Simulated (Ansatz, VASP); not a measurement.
## CsBr: VASP beside Ansatz

```
Cs Br
1.0
     4.13809    0.00000    0.00000
     0.00000    4.13809    0.00000
     0.00000    0.00000    4.13809
Cs Br
1 1
Cartesian
  0.0000 0.0000 0.0000
  2.0690 2.0690 2.0690
```

Change from the starting cell: volume scaled by 0.9, PAW files.

Alike in both runs: task electric field gradients; functional r2SCAN; k mesh 7 × 7 × 7; occupations fermi-dirac, width 0.03 eV; no spin polarisation.

|  | VASP | Ansatz |
| --- | --- | --- |
| version | VASP 6.6.1 | Ansatz 0.2.0 |
| potentials or method | VASP PAW PBE potentials, release 64 (Cs_sv, Br) | PAW with Ansatz's default frozen-core files, scalar-relativistic |
| plane-wave cutoff (eV) | 440 | 500 |
| valence electrons in the cell | 16 | 16 |

VASP gave:

* gap on the k mesh at the Fermi level (eV): 5.23
* pressure (GPa): 2.9

Problem. Which values does Ansatz return?

Solution. gap on the k mesh at the Fermi level (eV): 5.24; pressure (GPa): 2.9.

VASP's potentials were made for PBE, not for r2SCAN.

Neither program's run includes spin-orbit coupling.
